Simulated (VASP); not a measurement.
**CO2: electric field gradients with r2SCAN**

Crystal: CO2.

```
CELL_PARAMETERS angstrom
4.33500 0.00000 0.00000
0.00000 4.33500 0.00000
0.00000 0.00000 6.10200
ATOMIC_POSITIONS crystal
C 0.49979 0.49979 0.00000
C 0.00021 0.99979 0.25000
C 0.50021 0.50021 0.50000
C 0.99979 0.00021 0.75000
O 0.18914 0.18895 0.25008
O 0.31105 0.68914 0.50008
O 0.81086 0.81105 0.75008
O 0.68895 0.31086 0.00008
O 0.68914 0.31105 0.49992
O 0.81105 0.81086 0.24992
O 0.31086 0.68895 0.99992
O 0.18895 0.18914 0.74992
```

```
Program                : VASP 6.6.1
Task                   : electric field gradients
Functional             : r2SCAN
Potentials or basis    : VASP PAW PBE potentials, release 64 (C, O)
Cutoff                 : 520 eV
k mesh                 : 5 × 5 × 4
Occupations            : fermi-dirac, width 0.02 eV
Spin                   : no spin polarisation
Dipole correction      : no
Further INCAR settings : ALGO = Normal; EDIFF = 1e-08; NBANDS = 44
```

The pressure is 15.8 GPa and the largest force is 0.057 eV/Å. The band gap on the k mesh is 7.12 eV.

Forces on the atoms (eV/Å):
```
C    0.006  0.006  0.000
C   -0.006  0.006  0.000
C   -0.006 -0.006  0.000
C    0.006 -0.006  0.000
O   -0.039 -0.042 -0.001
O    0.042 -0.039 -0.001
O    0.039  0.042 -0.001
O   -0.042  0.039 -0.001
O   -0.039  0.042  0.001
O    0.042  0.039  0.001
O    0.039 -0.042  0.001
O   -0.042 -0.039  0.001
```

Stress tensor (GPa, compression positive):
```
15.48  0.00  0.00
 0.00 15.48  0.00
 0.00  0.00 16.37
```

Levels at points of the mesh, in eV from the valence-band top:
```
           k point  band 29  band 30  band 31  band 32  band 33  band 34  band 35  band 36
(0.00, 0.00, 0.00)    -1.55    -0.76    -0.76     0.00     7.48     7.48     7.50     8.01
(0.00, 0.00, 0.50)    -1.20    -1.20    -0.44    -0.44     7.46     7.46     8.77     8.77
```

Electric field gradients, principal values (V/Å²):
```
atom    least   middle  greatest (by size)
 1 C   28.570   29.482             -58.052
 2 C   28.570   29.482             -58.052
 3 C   28.570   29.482             -58.052
 4 C   28.570   29.482             -58.052
 5 O  -29.467  -45.221              74.688
 6 O  -29.467  -45.221              74.688
 7 O  -29.467  -45.221              74.688
 8 O  -29.467  -45.221              74.688
 9 O  -29.467  -45.221              74.688
10 O  -29.467  -45.221              74.688
11 O  -29.467  -45.221              74.688
12 O  -29.467  -45.221              74.688
```

Wall time 3 min on 1 thread of Intel(R) Xeon(R) Platinum 8488C (Sapphire Rapids), with other jobs on the host, peak memory 0.25 GiB.

Caveat: without QUAD_EFG the Cq values of the log hold for a quadrupole moment of 1 mb, not for the nuclei; the PAW data sets were made with another functional, which shifts forces and pressure a little. r2SCAN opens gaps a little over a GGA but as a rule still falls short of measured ones.
